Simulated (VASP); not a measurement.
Wanted: the native input for a VASP 6.6.1 run.

| Item | Value |
| --- | --- |
| Task | single point |
| Functional | PBE |
| Potentials or basis | VASP PAW PBE potentials, release 64 (K_sv, Ta_pv, O) |
| Cutoff | 520 eV |
| k mesh | 6 × 6 × 6 |
| Occupations | gaussian, width 0.01 eV |
| Spin | no spin polarisation |
| Dipole correction | no |
| Further INCAR settings | ALGO = Normal; EDIFF = 1e-06; NBANDS = 27 |

The structure of KTaO3 lies in POSCAR:

```
KTaO3
1.0
    4.0642733577      0.0000000000      0.0000000000
    0.0000000000      4.0642733577      0.0000000000
    0.0000000000      0.0000000000      4.0642733577
K Ta O
1 1 3
Direct
    0.0000000000      0.0000000000      0.0000000000
    0.5000000000      0.5000000000      0.5000000000
    0.5000000000      0.5000000000      0.0000000000
    0.5000000000      0.0000000000      0.5000000000
    0.0000000000      0.5000000000      0.5000000000
```

This cell differs from its parent crystal: volume changed by +3%.

These files were run (other wordings do the same):

INCAR

```
SYSTEM = KTaO3
  ALGO = Normal
  EDIFF = 1E-6
  ENCUT = 520
  GGA = PE
  ISIF = 2
  ISMEAR = 0
  LASPH = .True.
  LCHARG = .True.
  LELF = .True.
  LREAL = .False.
  LVHAR = .True.
  LWAVE = .False.
  NBANDS = 27
  NELM = 80
  PREC = Accurate
  SIGMA = 0.01
```

KPOINTS

```
k-points
0
Gamma
  6 6 6
  0 0 0
```

Potentials or basis: VASP PAW PBE potentials, release 64 (K_sv, Ta_pv, O).

Run with:

```sh
$ cat potpaw_PBE.64/K_sv/POTCAR potpaw_PBE.64/Ta_pv/POTCAR potpaw_PBE.64/O/POTCAR > POTCAR
$ mpirun -np 1 vasp_std > vasp.out
```

It gave:

```json
{"Pressure": "-4.7 GPa", "Band gap on the k mesh": "2.05 eV, indirect (least direct gap 2.68 eV)"}
```

Caveat: spin-orbit coupling is left out, which moves the levels of the heavy elements.

Run time: 29 s on 1 thread of Intel(R) Xeon(R) 6975P-C (Granite Rapids) (shared host), peak memory 0.18 GiB.
